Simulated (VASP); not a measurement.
Wanted: the native input for a VASP 6.6.1 run.

```
Task                   : single point
Functional             : PBEsol
Dispersion             : D3(BJ)
Potentials or basis    : VASP PAW PBE potentials, release 64 (Ga_d, Se)
Cutoff                 : 520 eV
k mesh                 : 12 × 12 × 12
Occupations            : gaussian, width 0.15 eV
Spin                   : no spin polarisation
Dipole correction      : no
Further INCAR settings : ALGO = Normal; EDIFF = 1e-06; NBANDS = 30
```

The structure of Ga3Se lies in POSCAR:

```
Ga3Se
1.0
    4.2249181734      0.0000000000      0.0000000000
    0.0000000000      4.5945985136      0.0000000000
    0.0000000000      0.0000000000      4.2249181734
Ga Se
3 1
Direct
    0.0000000000      0.5000000000      0.5000000000
    0.5000000000      0.0000000000      0.5000000000
    0.5000000000      0.5000000000      0.0000000000
    0.0000000000      0.0000000000      0.0000000000
```

This cell differs from its parent crystal: strain +0.0875 x Voigt [0, 1, 0, 0, 0, 0].

These files were run (other wordings do the same):

INCAR

```
SYSTEM = Ga3Se
  ALGO = Normal
  EDIFF = 1E-6
  ENCUT = 520
  GGA = PS
  ISIF = 2
  ISMEAR = 0
  IVDW = 12
  LASPH = .True.
  LCHARG = .False.
  LREAL = .False.
  LWAVE = .False.
  NBANDS = 30
  NELM = 80
  PREC = Accurate
  SIGMA = 0.15
```

KPOINTS

```
k-points
0
Gamma
  12 12 12
  0 0 0
```

Potentials or basis: VASP PAW PBE potentials, release 64 (Ga_d, Se).

The run is started by

```console
$ cat potpaw_PBE.64/Ga_d/POTCAR potpaw_PBE.64/Se/POTCAR > POTCAR
$ mpirun -np 1 vasp_std > vasp.out
```

It gave:

```yaml
Pressure: -3.9 GPa
Dispersion_energy_per_atom: -0.297 eV
```

Caveat: the cell differs from its parent crystal (strain +0.0875 x Voigt [0, 1, 0, 0, 0, 0]); the PAW data sets were made with another functional, which shifts forces and pressure a little; pairwise dispersion overbinds metals, which lowers pressure and volume.

Run time: 6 min on 1 thread of AMD EPYC 7R43 64-Core Processor (Zen 3) (shared host), peak memory 0.45 GiB.
